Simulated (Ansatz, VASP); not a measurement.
## Mg3Te in VASP and in Ansatz

```
Te Mg
1.0
    -2.13936    2.13936    5.28249
     2.13936   -2.13936    5.28249
     2.13936    2.13936   -5.28249
Te Mg
1 3
Cartesian
  0.0000 0.0000 0.0000
  2.1394 0.0000 2.6412
  0.0000 2.1394 2.6412
  0.0000 0.0000 5.2825
```

Alike in both runs: functional LDA; k mesh 9 × 9 × 9; occupations fermi-dirac, width 0.05 eV; no spin polarisation.

|  | VASP | Ansatz |
| --- | --- | --- |
| version | VASP 6.6.1 | Ansatz 0.2.0 |
| potentials or method | VASP PAW LDA potentials, release 64 (Te, Mg), cutoff 520 eV | all-electron LAPW, scalar-relativistic |
| task | single point | band structure |

VASP gave:

| Quantity | Value |
| --- | --- |
| gap on the k mesh at the Fermi level (eV) | none |
| pressure (GPa) | -2.6 |
| traceless stress, the component that is largest in VASP (GPa) | 0.15 |

Q: Which values does Ansatz return?

A: gap on the k mesh at the Fermi level (eV): none; pressure (GPa): -2.3; traceless stress, the component that is largest in VASP (GPa): 0.20.

LDA's correlation is that of Perdew and Zunger in VASP and of Perdew and Wang (1992) in Ansatz. A gap of «none» marks a metal or a gap that the smearing closes. Ansatz ran all-electron here, and VASP with PAW potentials.

Spin-orbit coupling is off throughout.
